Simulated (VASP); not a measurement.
# B18N17 (a cell with a defect) in VASP: notebook

B18N17 (a cell with a defect) is run at these levels: PBE; tasks: single point.

Everything below comes from runs of VASP 6.6.1. Logs are shortened: lines on timing, memory, paths and dates and some standing lists are left out, and cuts for length are marked.

### Step 1. The cell of the first run

The cell holds a defect, 35 atoms: a = 7.505 Å, b = 7.505 Å, c = 7.369 Å, α = 90.00°, β = 90.00°, γ = 120.00°.

### Step 2. Single point, PBE, collinear spin

Input file INCAR:

```
ALGO     = Normal         # electronic algorithm
EDIFF    = 1E-6           # SCF threshold, eV
ENCUT    = 520            # plane-wave cutoff, eV
GGA      = PE             # functional
ISIF     = 2              # what is computed and relaxed
ISMEAR   = -1             # smearing method
ISPIN    = 2              # spin polarisation
LASPH    = T              # aspherical terms in the spheres
LCHARG   = F              # write CHGCAR
LORBIT   = 11             # projections on sites
LREAL    = Auto         
LWAVE    = F              # write WAVECAR
MAGMOM   = 0.5 0 0 0 0 0 0.5 0 0.5 0 0 0 0 0 0 0 0 0 0 0 0 0 0 0 0 0 0 0 0 0 0 0 0 0 0 # initial moments
NBANDS   = 96             # bands
NELECT   = 137.0        
NELM     = 150            # most SCF steps
PREC     = Accurate       # precision mode
SIGMA    = 0.01           # smearing width, eV
```

Input file KPOINTS:

```
k-points
0
Gamma
  3 3 3
```

Input file POSCAR:

```
B18N17
1.0
    7.5049186035      0.0000000000      0.0000000000
   -3.7524593018      6.4994501639      0.0000000000
    0.0000000000      0.0000000000      7.3693201700
B N
18 17
Direct
    0.2205286915      0.1102643457      0.7500000000
    0.2226440667      0.4452881333      0.7500000000
    0.2226440667      0.7773559333      0.7500000000
    0.5561012993      0.1122025987      0.7500000000
    0.5561012993      0.4438987007      0.7500000000
    0.5547118667      0.7773559333      0.7500000000
    0.8897356543      0.1102643457      0.7500000000
    0.8877974013      0.4438987007      0.7500000000
    0.8897356543      0.7794713085      0.7500000000
    0.1110085237      0.2220170473      0.2500000000
    0.1114382240      0.5557191120      0.2500000000
    0.1110085237      0.8889914763      0.2500000000
    0.4448075023      0.2224037512      0.2500000000
    0.4442808880      0.5557191120      0.2500000000
    0.4442808880      0.8885617760      0.2500000000
    0.7775962488      0.2224037512      0.2500000000
    0.7775962488      0.5551924977      0.2500000000
    0.7779829527      0.8889914763      0.2500000000
    0.0002583833      0.3296888141      0.7500000000
    0.0002583833      0.6705695692      0.7500000000
    0.3294304308     -0.0002583833      0.7500000000
    0.3294304308      0.3296888141      0.7500000000
    0.3333333333      0.6666666667      0.7500000000
    0.6703111859     -0.0002583833      0.7500000000
    0.6666666667      0.3333333333      0.7500000000
    0.6703111859      0.6705695692      0.7500000000
    0.0000000000      0.0000000000      0.2500000000
   -0.0000048204      0.3333461741      0.2500000000
   -0.0000048204      0.6666490055      0.2500000000
    0.3333509945      0.0000048204      0.2500000000
    0.3333509945      0.3333461741      0.2500000000
    0.3333333333      0.6666666667      0.2500000000
    0.6666538259      0.0000048204      0.2500000000
    0.6666666667      0.3333333333      0.2500000000
    0.6666538259      0.6666490055      0.2500000000
```

Potentials or basis: VASP PAW PBE potentials, release 64 (B, N).

Command:

```bash
$ cat potpaw_PBE.64/B/POTCAR potpaw_PBE.64/N/POTCAR > POTCAR
$ mpirun -np 1 vasp_std > vasp.out
```

OUTCAR:

```text
EDIFF = 1E-6
   ENCUT = 520
   GGA = PE
   ISIF = 2
   ISMEAR = -1
   ISPIN = 2
   LASPH = T
   LORBIT = 11
   LREAL = Auto
   NELECT = 137.0
   NELM = 150
   PREC = Accurate

 ion  position               nearest neighbor table
   1  0.221  0.110  0.750-  21 1.43  22 1.43
   2  0.223  0.445  0.750-  23 1.44  22 1.45  19 1.45
   3  0.223  0.777  0.750-  23 1.44  21 1.45  20 1.45
   4  0.556  0.112  0.750-  25 1.44  21 1.47  24 1.47
   5  0.556  0.444  0.750-  25 1.44  26 1.47  22 1.47
   6  0.555  0.777  0.750-  23 1.44  26 1.45  24 1.45
   7  0.890  0.110  0.750-  19 1.43  24 1.43
   8  0.888  0.444  0.750-  25 1.44  20 1.47  19 1.47
   9  0.890  0.779  0.750-  20 1.43  26 1.43
  10  0.111  0.222  0.250-  27 1.44  31 1.45  28 1.45
  11  0.111  0.556  0.250-  32 1.44  28 1.45  29 1.45
  12  0.111  0.889  0.250-  27 1.44  29 1.45  30 1.45
  13  0.445  0.222  0.250-  34 1.44  31 1.45  30 1.45
  14  0.444  0.556  0.250-  32 1.44  31 1.45  35 1.45
  15  0.444  0.889  0.250-  32 1.44  33 1.45  30 1.45
[... 18 lines left out ...]
  34  0.667  0.333  0.250-  16 1.44  17 1.44  13 1.44
  35  0.667  0.667  0.250-  18 1.45  14 1.45  17 1.45

  LATTYP: Found a hexagonal cell.
 ALAT       =     7.5049186035
 C/A-ratio  =     0.9819320581

  Lattice vectors:

 A1 = (   7.5049186035,   0.0000000000,   0.0000000000)
 A2 = (  -3.7524593018,   6.4994501639,   0.0000000000)
 A3 = (   0.0000000000,   0.0000000000,   7.3693201700)

Analysis of symmetry for initial positions (statically):
=====================================================================
 Subroutine PRICEL returns:
 Original cell was already a primitive cell.

 Routine SETGRP: Setting up the symmetry group for a
 hexagonal supercell.

 Subroutine GETGRP returns: Found 12 space group operations
 (whereof  6 operations were pure point group operations)
 out of a pool of 24 trial point group operations.

The static configuration has the point symmetry C_3v.
 The point group associated with its full space group is D_3h.

Analysis of symmetry for dynamics (positions and initial velocities):
=====================================================================
 Subroutine PRICEL returns:
 Original cell was already a primitive cell.

 Routine SETGRP: Setting up the symmetry group for a
 hexagonal supercell.

 Subroutine GETGRP returns: Found 12 space group operations
 (whereof  6 operations were pure point group operations)
 out of a pool of 24 trial point group operations.

The dynamic configuration has the point symmetry C_3v.
 The point group associated with its full space group is D_3h.

Analysis of structural, dynamic, and magnetic symmetry:
=====================================================================
 Subroutine PRICEL returns:
 Original cell was already a primitive cell.

 Routine SETGRP: Setting up the symmetry group for a
 hexagonal supercell.

 Subroutine GETGRP returns: Found 12 space group operations
 (whereof  6 operations were pure point group operations)
 out of a pool of 24 trial point group operations.

The overall configuration has the point symmetry C_3v.
 The point group associated with its full space group is D_3h.

 Subroutine INISYM returns: Found 12 space group operations
 (whereof  6 operations are pure point group operations),
 and found     1 'primitive' translations

----------------------------------------------------------------------------------------

                                     Primitive cell

  volume of cell :     359.4596

  direct lattice vectors                    reciprocal lattice vectors
     7.504918604  0.000000000  0.000000000     0.133245949  0.076929584  0.000000000
    -3.752459302  6.499450164  0.000000000     0.000000000  0.153859169  0.000000000
     0.000000000  0.000000000  7.369320170     0.000000000  0.000000000  0.135697727

  length of vectors
     7.504918604  7.504918603  7.369320170     0.153859169  0.153859169  0.135697727

[... 108 lines left out ...]
  0.333333  0.333333  0.333333      4.000000
   k-points           NKPTS =      6   k-points in BZ     NKDIM =      6   number of bands    NBANDS=     96
   number of dos      NEDOS =    301   number of ions     NIONS =     35
   total plane-waves  NPLWV = 175616
   dimension x,y,z NGX =    56 NGY =   56 NGZ =   56
   dimension x,y,z NGXF=   112 NGYF=  112 NGZF=  112
   ions per type =              18  17
   NGX,Y,Z   is equivalent  to a cutoff of  12.40, 12.40, 12.63 a.u.
   NGXF,Y,Z  is equivalent  to a cutoff of  24.81, 24.81, 25.27 a.u.
 SYSTEM =  unknown system
   PREC   = accura    normal or accurate (medium, high low for compatibility)
   ISTART =      0    job   : 0-new  1-cont  2-samecut
   ICHARG =      2    charge: 1-file 2-atom 10-const
   ISPIN  =      2    spin polarized calculation?
   LNONCOLLINEAR =      F non collinear calculations
   LSORBIT =      F    spin-orbit coupling
   LASPH  =      T    aspherical Exc in radial PAW
   ENCUT  =  520.0 eV  38.22 Ry    6.18 a.u.  13.95 13.95 13.70*2*pi/ulx,y,z
   NELM   =    150;   NELMIN=  2; NELMDL= -5     # of ELM steps
   EDIFF  = 0.1E-05   stopping-criterion for ELM
   LREAL  =      T    real-space projection
   EDIFFG = 0.1E-04   stopping-criterion for IOM
   NSW    =      0    number of steps for IOM
   IBRION =     -1    ionic relax: 0-MD 1-quasi-New 2-CG
   NFREE  =      0    steps in history (QN), initial steepest desc. (CG)
   ISIF   =      2    stress and relaxation
   ISYM   =      2    0-nonsym 1-usesym 2-fastsym
   POTIM  = 0.5000    time-step for ionic-motion
   TEBEG  =    0.0;   TEEND  =   0.0 temperature during run
   PSTRESS=    0.0 pullay stress
   NELECT =     137.0000    total number of electrons
   NUPDOWN=      -1.0000    fix difference up-down
   EMIN   =  10.00;   EMAX   =-10.00  energy-range for DOS
   EFERMI =   0.00;   METHOD = LEGACY
   ISMEAR =    -1;   SIGMA  =   0.01  broadening in eV -4-tet -1-fermi 0-gaus
   EFERMI_NEDOS =   21; number of points for ismear=-14 and -15
   IALGO  =     38    algorithm
   IMIX   =      4    mixing-type and parameters
     AMIX     =   0.40;   BMIX     =  1.00
     AMIX_MAG =   1.60;   BMIX_MAG =  1.00
  volume/ion in A,a.u.               =      10.27        69.31
  Fermi-wavevector in a.u.,A,eV,Ry     =   1.186948  2.243006 19.168506  1.408845
  Thomas-Fermi vector in A             =   2.323110
   LORBIT       =     11    0 simple, 1 ext, 2 COOP (PROOUT), +10 PAW based schemes
   GGA     = PE    functional components
   LHFCALC =     F    Hartree Fock is set to
   AEXX    =    0.0000 exact exchange contribution
   IVDW    =     0    specifies the selected vdW correction
   LEPSILON=     F    determine dielectric tensor
   LRPA    =     F    only Hartree local field effects (RPA)
 spin polarized calculation
  energy-cutoff  :      520.00
  volume of cell :      359.46
 maximum number of plane-waves:      9684
 NGX is ok and might be reduce to    56
   NGX = 27   NGY = 27   NGZ = 27

 number of electron     136.9999993 magnetization       0.3202030

 number of electron     136.9999995 magnetization      -0.0969776

 Free energy of the ion-electron system (eV)
  ---------------------------------------------------
  ext. energy  EPLUGINS =         0.00000000
  ---------------------------------------------------
  free energy    TOTEN  =      -306.02941158 eV

  energy without entropy =     -306.02678221  energy(sigma->0) =     -306.02809689

 E-fermi :   0.9940     XC(G=0):  -9.2004

 val. band max:        0.9908042561   @ k =   0.3333   0.0000   0.0000
 cond. band min:       1.0376207909   @ k =   0.3333   0.0000   0.0000
 fundamental gap:      0.0468165347
 Fermi energy:         0.9940273581

 spin component 1

 k-point     1 :       0.0000    0.0000    0.0000
  band No.  band energies     occupation
      1     -16.4725      1.00000
      2     -16.2006      1.00000
      3     -14.8126      1.00000
      4     -14.8126      1.00000
      5     -14.7012      1.00000
      6     -14.7012      1.00000
[... 487 lines left out ...]
     79       7.6530      0.00000
     80       7.6656      0.00000
 Fermi energy:         0.9940273581

 spin component 2

 k-point     1 :       0.0000    0.0000    0.0000
  band No.  band energies     occupation
      1     -16.4737      1.00000
      2     -16.2094      1.00000
      3     -14.8131      1.00000
      4     -14.8131      1.00000
      5     -14.7016      1.00000
      6     -14.7016      1.00000
[... 487 lines left out ...]
     79       7.6496      0.00000
     80       7.6617      0.00000
 [bands above 80 left out]

------------------------ aborting loop because EDIFF is reached ----------------------------------------

  FORCE on cell =-STRESS in cart. coord.  units (eV):
  Direction    XX          YY          ZZ          XY          YZ          ZX
  --------------------------------------------------------------------------------------
  -------------------------------------------------------------------------------------
  Total      -12.4811695    -12.4811695    -12.8814689      0.0000000     -0.0000000      0.0000000
  in kB      -55.6308678    -55.6308678    -57.4150758      0.0000000     -0.0000000      0.0000000
  external PRESSURE =     -56.2256038 kB  Pullay stress =       0.0000000 kB

 VOLUME and BASIS-vectors are now :
 -----------------------------------------------------------------------------
  energy-cutoff  :      520.00
  volume of cell :      359.46
      direct lattice vectors                 reciprocal lattice vectors
     7.504918604  0.000000000  0.000000000     0.133245949  0.076929584  0.000000000
    -3.752459302  6.499450164  0.000000000     0.000000000  0.153859169  0.000000000
     0.000000000  0.000000000  7.369320170     0.000000000  0.000000000  0.135697727

 POSITION                                       TOTAL-FORCE (eV/Angst)
 -----------------------------------------------------------------------------------
      1.24129      0.71666      5.52699         0.001122      0.000648     -0.000000
      0.00000      2.89413      5.52699        -0.000000      0.003195     -0.000000
     -1.24607      5.05239      5.52699         0.002767     -0.001598     -0.000000
      3.75246      0.72926      5.52699        -0.000000      0.006369     -0.000000
      2.50778      2.88510      5.52699         0.005515     -0.003184     -0.000000
      1.24607      5.05239      5.52699        -0.002767     -0.001598     -0.000000
[... 27 lines left out ...]
      3.75246      2.16648      1.84233        -0.000000     -0.000000     -0.000000
      2.50161      4.33285      1.84233        -0.000736      0.000173     -0.000000
 -----------------------------------------------------------------------------------
    total drift:                                0.000005     -0.000003      0.000000

  FREE ENERGIE OF THE ION-ELECTRON SYSTEM (eV)
  ---------------------------------------------------
  free  energy   TOTEN  =      -306.0294115756 eV

  energy  without entropy=     -306.0267822066  energy(sigma->0) =     -306.02809689

 total charge

# of ion       s       p       d       tot
------------------------------------------
    1        0.707   1.195   0.000   1.902
    2        0.745   1.406   0.000   2.151
    3        0.745   1.406   0.000   2.151
    4        0.727   1.360   0.000   2.087
    5        0.727   1.360   0.000   2.087
    6        0.745   1.406   0.000   2.151
[... 27 lines left out ...]
   34        1.229   2.777   0.000   4.006
   35        1.230   2.765   0.000   3.995
--------------------------------------------------
tot         34.094  71.724   0.000 105.818

 magnetization (x)

# of ion       s       p       d       tot
------------------------------------------
    1       -0.000  -0.000   0.000  -0.000
    2        0.000   0.000   0.000   0.000
    3        0.000   0.000   0.000   0.000
    4        0.000   0.000   0.000   0.000
    5        0.000   0.000   0.000   0.000
    6        0.000   0.000   0.000   0.000
[... 27 lines left out ...]
   34       -0.000  -0.015   0.000  -0.015
   35       -0.000  -0.004   0.000  -0.004
--------------------------------------------------
tot         -0.000  -0.063   0.000  -0.064
```

Run time: 7.9 min. Hardware: 1 thread of Intel Xeon 6975P-C (Granite Rapids), shared host; peak memory 0.68 GiB.

Results:

* Free energy: -306.0294 eV
* Largest force: 0.006 eV/Å
* Net moment: -0.10 μB per cell
* Valence electrons inside the program's atomic spheres: B 1.90, 2.15, 2.09, 2.16; N 3.99, 4.02, 4.00, 4.01

Forces on the atoms (eV/Å):
```
B    0.001  0.001  0.000
B    0.000  0.003  0.000
B    0.003 -0.002  0.000
B    0.000  0.006  0.000
B    0.006 -0.003  0.000
B   -0.003 -0.002  0.000
B   -0.001  0.001  0.000
B   -0.006 -0.003  0.000
B    0.000 -0.001  0.000
B    0.000 -0.001  0.000
B    0.000  0.000  0.000
B   -0.001  0.000  0.000
B   -0.001 -0.001  0.000
B    0.000  0.000  0.000
B    0.000  0.000  0.000
B    0.001 -0.001  0.000
B    0.000  0.002  0.000
B    0.001  0.000  0.000
N    0.003  0.000  0.000
N    0.002  0.003  0.000
N   -0.002 -0.003  0.000
N   -0.003  0.000  0.000
N    0.000  0.000  0.000
N    0.002 -0.003  0.000
N    0.000  0.000  0.000
N   -0.002  0.003  0.000
N    0.000  0.000  0.000
N    0.001  0.001  0.000
N    0.001  0.000  0.000
N    0.000 -0.001  0.000
N   -0.001  0.001  0.000
N    0.000  0.000  0.000
N    0.000 -0.001  0.000
N    0.000  0.000  0.000
N   -0.001  0.000  0.000
```

Caveat: the cell carries a net charge on a neutralising background, which shifts energy and pressure; the cell is charged against a uniform background, so pressure and absolute levels hang on convention.

### Step 3. Single point, PBE, collinear spin

Input file INCAR:

```
SYSTEM = B18N17
PREC = Accurate
ENCUT = 520
EDIFF = 1E-6
ISMEAR = -1
SIGMA = 0.01
LREAL = Auto
LASPH = .TRUE.
NELM = 150
ALGO = Normal
ISIF = 2
LWAVE = .FALSE.
LCHARG = .FALSE.
ISPIN = 2
MAGMOM = 0.5 0 0 0 0 0 0.5 0 0.5 0 0 0 0 0 0 0 0 0 0 0 0 0 0 0 0 0 0 0 0 0 0 0 0 0 0
LORBIT = 11
GGA = PE
NELECT = 138.0
NBANDS = 96
```

Input file KPOINTS:

```
Automatic mesh
0
G
  3 3 3
  0 0 0
```

Input file POSCAR:

```
B18N17
1.0
    7.5049186035      0.0000000000      0.0000000000
   -3.7524593018      6.4994501639      0.0000000000
    0.0000000000      0.0000000000      7.3693201700
B N
18 17
Direct
    0.2222222222      0.1111111111      0.7500000000
    0.2222222222      0.4444444444      0.7500000000
    0.2222222222      0.7777777778      0.7500000000
    0.5555555556      0.1111111111      0.7500000000
    0.5555555556      0.4444444444      0.7500000000
    0.5555555556      0.7777777778      0.7500000000
    0.8888888889      0.1111111111      0.7500000000
    0.8888888889      0.4444444444      0.7500000000
    0.8888888889      0.7777777778      0.7500000000
    0.1111111111      0.2222222222      0.2500000000
    0.1111111111      0.5555555556      0.2500000000
    0.1111111111      0.8888888889      0.2500000000
    0.4444444444      0.2222222222      0.2500000000
    0.4444444444      0.5555555556      0.2500000000
    0.4444444444      0.8888888889      0.2500000000
    0.7777777778      0.2222222222      0.2500000000
    0.7777777778      0.5555555556      0.2500000000
    0.7777777778      0.8888888889      0.2500000000
    0.0000000000      0.3333333333      0.7500000000
    0.0000000000      0.6666666667      0.7500000000
    0.3333333333      0.0000000000      0.7500000000
    0.3333333333      0.3333333333      0.7500000000
    0.3333333333      0.6666666667      0.7500000000
    0.6666666667      0.0000000000      0.7500000000
    0.6666666667      0.3333333333      0.7500000000
    0.6666666667      0.6666666667      0.7500000000
    0.0000000000      0.0000000000      0.2500000000
    0.0000000000      0.3333333333      0.2500000000
    0.0000000000      0.6666666667      0.2500000000
    0.3333333333      0.0000000000      0.2500000000
    0.3333333333      0.3333333333      0.2500000000
    0.3333333333      0.6666666667      0.2500000000
    0.6666666667      0.0000000000      0.2500000000
    0.6666666667      0.3333333333      0.2500000000
    0.6666666667      0.6666666667      0.2500000000
```

Potentials or basis: VASP PAW PBE potentials, release 64 (B, N).

Command:

```bash
$ cat potpaw_PBE.64/B/POTCAR potpaw_PBE.64/N/POTCAR > POTCAR
$ mpirun -np 1 vasp_std > vasp.out
```

Wall time 19 min (1 thread of Intel Xeon Platinum 8259CL at 2.50GHz (Skylake/Cascade Lake), shared host); peak memory 0.69 GiB.

The run converged. Its results:

* Free energy: -304.4537 eV
* Largest force: 1.661 eV/Å
* Net moment: 0.00 μB per cell
* Valence electrons inside the program's atomic spheres: B 1.86, 2.15, 2.17; N 4.00, 4.01, 4.02

Forces in eV/Å, atoms in the order of the input:
```
B    0.565  0.326  0.000
B    0.000  0.568  0.000
B    0.492 -0.284  0.000
B    0.000  0.832  0.000
B    0.721 -0.416  0.000
B   -0.492 -0.284  0.000
B   -0.565  0.326  0.000
B   -0.721 -0.416  0.000
B    0.000 -0.653  0.000
B    0.000  0.146  0.000
B    0.027  0.015  0.000
B    0.127 -0.073  0.000
B    0.031  0.018  0.000
B   -0.027  0.015  0.000
B    0.000 -0.031  0.000
B   -0.031  0.018  0.000
B    0.000 -0.036  0.000
B   -0.127 -0.073  0.000
N    0.927 -1.379  0.000
N   -0.730  1.492  0.000
N   -1.657 -0.114  0.000
N   -0.927 -1.379  0.000
N    0.000  0.000  0.000
N    1.657 -0.114  0.000
N    0.000  0.000  0.000
N    0.730  1.492  0.000
N    0.000  0.000  0.000
N    0.026 -0.028  0.000
N   -0.011  0.037  0.000
N   -0.037 -0.009  0.000
N   -0.026 -0.028  0.000
N    0.000  0.000  0.000
N    0.037 -0.009  0.000
N    0.000  0.000  0.000
N    0.011  0.037  0.000
```

Levels at points of the mesh, in eV from the Fermi level:
Spin up:
```csv
k point,band 67,band 68,band 69,band 70,band 71,band 72
"(0.00, 0.00, 0.00)",-1.60,-0.32,-0.26,2.11,2.89,2.89
```
Spin down:
| k point | band 67 | band 68 | band 69 | band 70 | band 71 | band 72 |
| --- | --- | --- | --- | --- | --- | --- |
| (0.00, 0.00, 0.00) | -1.60 | -0.32 | -0.26 | 2.11 | 2.89 | 2.89 |

Caveat: the cell carries a net charge on a neutralising background, which shifts energy and pressure; the cell is charged against a uniform background, so pressure and absolute levels hang on convention.
